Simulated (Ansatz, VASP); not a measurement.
## Two plane-wave programs on Zr2CdF6

File INCAR:

```
SYSTEM = Zr2CdF6
ALGO = Normal
EDIFF = 1E-6
ENCUT = 600
GGA = PE
GGA_COMPAT = .FALSE.
ISIF = 2
ISMEAR = 0
LASPH = .TRUE.
LCHARG = .TRUE.
LELF = .TRUE.
LREAL = .FALSE.
LVHAR = .TRUE.
LWAVE = .FALSE.
NBANDS = 53
NELM = 120
PREC = Accurate
SIGMA = 0.1
```

File KPOINTS:

```
k-points
0
G
  4 4 4
  0 0 0
```

File POSCAR:

```
Zr2CdF6
1.0
    0.0000000000      4.0047614500      4.0047614500
    4.0047614500      0.0000000000      4.0047614500
    4.0047614500      4.0047614500      0.0000000000
Zr Cd F
2 1 6
Direct
    0.2500000000      0.2500000000      0.2500000000
    0.7500000000      0.7500000000      0.7500000000
    0.0000000000      0.0000000000      0.0000000000
    0.7500000000      0.2500000000      0.2500000000
    0.2500000000      0.7500000000      0.7500000000
    0.2500000000      0.7500000000      0.2500000000
    0.7500000000      0.2500000000      0.7500000000
    0.2500000000      0.2500000000      0.7500000000
    0.7500000000      0.7500000000      0.2500000000
```

Input for Ansatz:

```yaml
crystal:
  lattice:
    - [0.0, 4.00476145, 4.00476145]
    - [4.00476145, 0.0, 4.00476145]
    - [4.00476145, 4.00476145, 0.0]
  atoms:
    - { symbol: Zr, position: [0.25, 0.25, 0.25] }
    - { symbol: Zr, position: [0.75, 0.75, 0.75] }
    - { symbol: Cd, position: [0.0, 0.0, 0.0] }
    - { symbol: F, position: [0.75, 0.25, 0.25] }
    - { symbol: F, position: [0.25, 0.75, 0.75] }
    - { symbol: F, position: [0.25, 0.75, 0.25] }
    - { symbol: F, position: [0.75, 0.25, 0.75] }
    - { symbol: F, position: [0.25, 0.25, 0.75] }
    - { symbol: F, position: [0.75, 0.75, 0.25] }
basis:
  ecutwfc: 420
kpoints:
  mp_grid: { grid: [4, 4, 4] }
hamiltonian:
  xc: pbe
scf:
  occupations: { method: gaussian, width: 0.1 }
  lower_state_search: "off"
output:
  forces: true
  stress: true
  eigenvalues: true
```

Change from the starting cell: ordered vacancies on the cation sites of perovskite (Fm-3m, No. 225).

Alike in both runs: task single point; functional PBE; k mesh 4 × 4 × 4; occupations gaussian, width 0.1 eV; no spin polarisation.

|  | VASP | Ansatz |
| --- | --- | --- |
| version | VASP 6.6.1 | Ansatz 0.2.0 |
| potentials or method | VASP PAW PBE potentials, release 64 (Zr_sv, Cd_sv_GW, F), cutoff 600 eV | scalar-relativistic, plane waves, PAW |
| valence electrons in the cell | 86 | 86 |

VASP gave:

```
gap on the k mesh at the Fermi level (eV) : none
pressure (GPa)                            : 7.0
```

Task: What did Ansatz give for the same quantities?

Result: gap on the k mesh at the Fermi level (eV): none; pressure (GPa): 7.3.

A gap of «none» marks a metal or a gap that the smearing closes.
